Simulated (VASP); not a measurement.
# BN (Imm2) in VASP: a series of runs, part 2 of 2

VASP 6.6.1.

## (3) Single point, PBE (mode 4 (1026.0 1/cm) frozen in, largest displacement +0.125 Å)

File INCAR:

```
PREC = Accurate
ENCUT = 600
EDIFF = 1E-6
ISMEAR = 0
SIGMA = 0.05
LREAL = F
LASPH = T
NELM = 120
ALGO = Normal
ISIF = 2
LWAVE = F
LCHARG = T
GGA = PE
LELF = T
LVHAR = T
NBANDS = 11
GGA_COMPAT = F
```

File KPOINTS:

```
Automatic mesh
0
Gamma
  12 12 12
```

File POSCAR:

```
BN
1.0
    0.0000000000      1.8123485134      1.8123485134
    1.8123485134      0.0000000000      1.8123485134
    1.8123485134      1.8123485134      0.0000000000
B N
1 1
Direct
   -0.0344856409      0.0344856409      0.0344856409
    0.7766145340      0.7233854660      0.7233854660
```

Potentials or basis: VASP PAW PBE potentials, release 64 (B, N).

Command:

```console
$ cat potpaw_PBE.64/B/POTCAR potpaw_PBE.64/N/POTCAR > POTCAR
$ mpirun -np 1 vasp_std > vasp.out
```

OUTCAR:

```text
PREC = Accurate
   ENCUT = 600
   EDIFF = 1E-6
   ISMEAR = 0
   LREAL = F
   LASPH = T
   NELM = 120
   ISIF = 2
   GGA = PE

 ion  position               nearest neighbor table
   1  0.966  0.034  0.034-   2 1.45   2 1.45   2 1.71   2 1.71
   2  0.777  0.723  0.723-   1 1.45   1 1.45   1 1.71   1 1.71

  LATTYP: Found a face centered cubic cell.
 ALAT       =     3.6246970268

  Lattice vectors:

 A1 = (   0.0000000000,   1.8123485134,   1.8123485134)
 A2 = (   1.8123485134,   0.0000000000,   1.8123485134)
 A3 = (   1.8123485134,   1.8123485134,   0.0000000000)

Analysis of symmetry for initial positions (statically):
=====================================================================
 Subroutine PRICEL returns:
 Original cell was already a primitive cell.

 Routine SETGRP: Setting up the symmetry group for a
 face centered cubic supercell.

 Subroutine GETGRP returns: Found  4 space group operations
 (whereof  4 operations were pure point group operations)
 out of a pool of 48 trial point group operations.

The static configuration has the point symmetry C_2v.

Analysis of symmetry for dynamics (positions and initial velocities):
=====================================================================
 Subroutine PRICEL returns:
 Original cell was already a primitive cell.

 Routine SETGRP: Setting up the symmetry group for a
 face centered cubic supercell.

 Subroutine GETGRP returns: Found  4 space group operations
 (whereof  4 operations were pure point group operations)
 out of a pool of 48 trial point group operations.

The dynamic configuration has the point symmetry C_2v.

 Subroutine INISYM returns: Found  4 space group operations
 (whereof  4 operations are pure point group operations),
 and found     1 'primitive' translations

----------------------------------------------------------------------------------------

                                     Primitive cell

  volume of cell :      11.9057

  direct lattice vectors                    reciprocal lattice vectors
     0.000000000  1.812348513  1.812348513    -0.275885127  0.275885127  0.275885127
[... 117 lines left out ...]
 non-spin polarized calculation
 Gauss-broadening in eV      SIGMA  =   0.05
  energy-cutoff  :      600.00
  volume of cell :       11.91
 maximum number of plane-waves:       415
   NGX = 11   NGY = 11   NGZ = 11

 number of electron       7.9999999 magnetization

 Free energy of the ion-electron system (eV)
  ---------------------------------------------------
  ext. energy  EPLUGINS =         0.00000000
  ---------------------------------------------------
  free energy    TOTEN  =       -16.90259135 eV

  energy without entropy =      -16.90259135  energy(sigma->0) =      -16.90259135

 E-fermi :   8.7481     XC(G=0): -12.7813

 val. band max:        8.5594203478   @ k =   0.0000   0.0000   0.0000
 cond. band min:      11.1756925896   @ k =   0.5000   0.5000   0.0000
 fundamental gap:      2.6162722418
 Fermi energy:         8.7480806462

 k-point     1 :       0.0000    0.0000    0.0000
  band No.  band energies     occupation
      1     -12.8725      2.00000
      2       4.9815      2.00000
      3       7.6933      2.00000
      4       8.5594      2.00000
      5      15.3963      0.00000
      6      15.4796      0.00000
      7      17.6517      0.00000
      8      18.3829      0.00000
      9      31.4572      0.00000
     10      33.4512      0.00000
     11      34.8863      0.00000
[... 309 lines left out ...]
 k-point    24 :       0.3333    0.0833    0.0000
  band No.  band energies     occupation
      1     -10.5892      2.00000
      2       0.7013      2.00000
      3       3.7231      2.00000
      4       6.5222      2.00000
      5      15.1321      0.00000
      6      18.1336      0.00000
      7      19.8028      0.00000
      8      20.8437      0.00000
      9      28.9783      0.00000
     10      32.0800      0.00000
     11      34.1299      0.00000

 [... further k-points ...]

------------------------ aborting loop because EDIFF is reached ----------------------------------------

  FORCE on cell =-STRESS in cart. coord.  units (eV):
  Direction    XX          YY          ZZ          XY          YZ          ZX
  --------------------------------------------------------------------------------------
  -------------------------------------------------------------------------------------
  Total        0.6961821      1.1520641      1.1520641      0.0000000     -0.3621709      0.0000000
  in kB       93.6867713    155.0358338    155.0358338      0.0000000    -48.7381448      0.0000000
  external PRESSURE =     134.5861463 kB  Pullay stress =       0.0000000 kB

 VOLUME and BASIS-vectors are now :
 -----------------------------------------------------------------------------
  energy-cutoff  :      600.00
  volume of cell :       11.91
      direct lattice vectors                 reciprocal lattice vectors
     0.000000000  1.812348513  1.812348513    -0.275885127  0.275885127  0.275885127
     1.812348513  0.000000000  1.812348513     0.275885127 -0.275885127  0.275885127
     1.812348513  1.812348513  0.000000000     0.275885127  0.275885127 -0.275885127

 POSITION                                       TOTAL-FORCE (eV/Angst)
 -----------------------------------------------------------------------------------
      0.12500      1.81235      1.81235        -4.707337      0.000000      0.000000
      2.62205      2.71852      2.71852         4.707337      0.000000      0.000000
 -----------------------------------------------------------------------------------
    total drift:                                0.000055     -0.000000     -0.000000

  FREE ENERGIE OF THE ION-ELECTRON SYSTEM (eV)
  ---------------------------------------------------
  free  energy   TOTEN  =       -16.9025913503 eV

  energy  without entropy=      -16.9025913503  energy(sigma->0) =      -16.90259135
```

OSZICAR:

```text
N       E                     dE             d eps       ncg     rms          rms(c)
DAV:   1     0.154842750440E+02    0.15484E+02   -0.51833E+03  6288   0.792E+02
DAV:   2    -0.173531262005E+02   -0.32837E+02   -0.31803E+02  7335   0.190E+02
DAV:   3    -0.180171136520E+02   -0.66399E+00   -0.66299E+00  7344   0.227E+01
DAV:   4    -0.180179805734E+02   -0.86692E-03   -0.86690E-03  6613   0.913E-01
DAV:   5    -0.180179814371E+02   -0.86370E-06   -0.86372E-06  7198   0.286E-02    0.713E+00
DAV:   6    -0.169925208784E+02    0.10255E+01   -0.35846E+00  7150   0.114E+01    0.334E+00
DAV:   7    -0.169180049877E+02    0.74516E-01   -0.12140E-01  6904   0.294E+00    0.199E+00
DAV:   8    -0.169023671349E+02    0.15638E-01   -0.40123E-02  6889   0.152E+00    0.202E-01
DAV:   9    -0.169024990637E+02   -0.13193E-03   -0.13037E-03  6565   0.320E-01    0.923E-02
DAV:  10    -0.169025857694E+02   -0.86706E-04   -0.16522E-04  6741   0.115E-01    0.183E-02
DAV:  11    -0.169025910290E+02   -0.52597E-05   -0.97403E-06  7106   0.273E-02    0.114E-02
DAV:  12    -0.169025913503E+02   -0.32128E-06   -0.14744E-06  4209   0.921E-03
   1 F= -.16902591E+02 E0= -.16902591E+02  d E =-.107133E-10
```

It took 48 s on 1 thread of Intel Xeon 8259CL, shared host; peak memory 0.15 GiB.

What came out:

* Free energy: -16.9026 eV
* Pressure: 13.5 GPa
* Largest force: 4.707 eV/Å
* Band gap on the k mesh: 2.62 eV, indirect (least direct gap 6.84 eV)

Forces on the atoms (eV/Å):
```
B   -4.707  0.000  0.000
N    4.707  0.000  0.000
```

Caveat: the cell differs from its parent crystal (mode 4 (1026.0 1/cm) frozen in, largest displacement +0.125 Å); forces of over 1 eV/Å act on the atoms, so gaps and moduli don't describe the material at rest. A k mesh can miss the band edges.

## (4) Single point, PBE (mode 4 (1026.0 1/cm) frozen in, largest displacement +0.075 Å)

File INCAR:

```
  PREC = Accurate
  ENCUT = 600
  EDIFF = 1E-6
  ISMEAR = 0
  SIGMA = 0.05
  LREAL = False
  LASPH = True
  NELM = 120
  ALGO = Normal
  ISIF = 2
  LWAVE = False
  LCHARG = False
  GGA = PE
  NBANDS = 11
  GGA_COMPAT = False
```

KPOINTS is that of step 3.

File POSCAR:

```
BN
1.0
    0.0000000000      1.8123485134      1.8123485134
    1.8123485134      0.0000000000      1.8123485134
    1.8123485134      1.8123485134      0.0000000000
B N
1 1
Direct
   -0.0206913845      0.0206913845      0.0206913845
    0.7659687204      0.7340312796      0.7340312796
```

Command:

```console
$ cat potpaw_PBE.64/B/POTCAR potpaw_PBE.64/N/POTCAR > POTCAR
$ mpirun -np 1 vasp_std > vasp.out
```

Wall time 46 s (1 thread of Intel Xeon 8259CL, shared host); peak memory 0.16 GiB.

Results (log left out):

```yaml
Free_energy: -17.2487 eV
Pressure: 4.9 GPa
Largest_force: 3.038 eV/Å
Band_gap_on_the_k_mesh: 3.28 eV, indirect (least direct gap 7.20 eV)
```

Forces on the atoms (eV/Å):
```
B   -3.038  0.000  0.000
N    3.038  0.000  0.000
```

Stress tensor (GPa, compression positive):
```
 3.44  0.00  0.00
 0.00  5.69 -2.77
 0.00 -2.77  5.69
```

Levels at points of the mesh, in eV from the valence-band top:
```csv
k point,band 2,band 3,band 4,band 5,band 6,band 7
"(0.00, 0.00, 0.00)",-2.29,-0.80,0.00,7.20,7.54,9.07
"(0.50, 0.00, 0.00)",-11.37,-3.94,-2.10,7.63,9.45,11.05
"(0.00, 0.50, 0.00)",-11.78,-3.42,-2.00,8.53,8.69,11.85
"(0.50, 0.50, 0.00)",-9.91,-5.70,-5.69,3.28,7.76,17.21
"(0.00, 0.50, 0.50)",-9.81,-6.48,-5.33,3.52,8.28,15.90
```

Caveat: the cell differs from its parent crystal (mode 4 (1026.0 1/cm) frozen in, largest displacement +0.075 Å); forces of over 1 eV/Å act on the atoms, so gaps and moduli don't describe the material at rest.
